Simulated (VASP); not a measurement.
A run of VASP 6.6.1 is set up as follows.

The input POSCAR:

```
GaSb
1.0
    0.0000000000      3.1125325000      3.0590000000
    3.0590000000      0.0000000000      3.0590000000
    3.0590000000      3.1125325000      0.0000000000
Ga Sb
1 1
Direct
    0.0000000000      0.0000000000      0.0000000000
    0.7500000000      0.7500000000      0.7500000000
```

File INCAR.step1:

```
SYSTEM = GaSb
  ALGO = Normal
  EDIFF = 1E-4
  ENCUT = 520
  GGA = PE
  ISMEAR = 0
  LASPH = .True.
  LCHARG = .False.
  LREAL = .False.
  LWAVE = .True.
  NBANDS = 16
  NELM = 60
  PREC = Accurate
  SIGMA = 0.05
```

The input INCAR.step2:

```
SYSTEM = GaSb
  ALGO = Normal
  EDIFF = 1E-7
  ENCUT = 520
  ISIF = 2
  ISMEAR = 0
  ISTART = 1
  LASPH = .True.
  LCHARG = .False.
  LMIXTAU = .True.
  LREAL = .False.
  LWAVE = .False.
  METAGGA = R2SCAN
  NBANDS = 16
  NELM = 60
  PREC = Accurate
  SIGMA = 0.05
```

File KPOINTS:

```
k-points
0
Gamma
  6 6 6
  0 0 0
```

Potentials or basis: VASP PAW PBE potentials, release 64 (Ga_d, Sb).

Command:

```bash
$ cat potpaw_PBE.64/Ga_d/POTCAR potpaw_PBE.64/Sb/POTCAR > POTCAR
$ cp INCAR.step1 INCAR
$ mpirun -np 1 vasp_std > vasp.out
$ cp INCAR.step2 INCAR
$ mpirun -np 1 vasp_std > vasp.out
```

(1) What does it give for the pressure?

(2) What does it give for the band gap on the k mesh?

Answers

(1) -0.5 GPa.

(2) 0.28 eV, direct.

Caveat: the cell differs from its parent crystal (strain +0.0175 x Voigt [0, 1, 0, 0, 0, 0]); the PAW data sets were made with another functional, which shifts forces and pressure a little; spin-orbit coupling is left out, which moves the levels of the heavy elements.
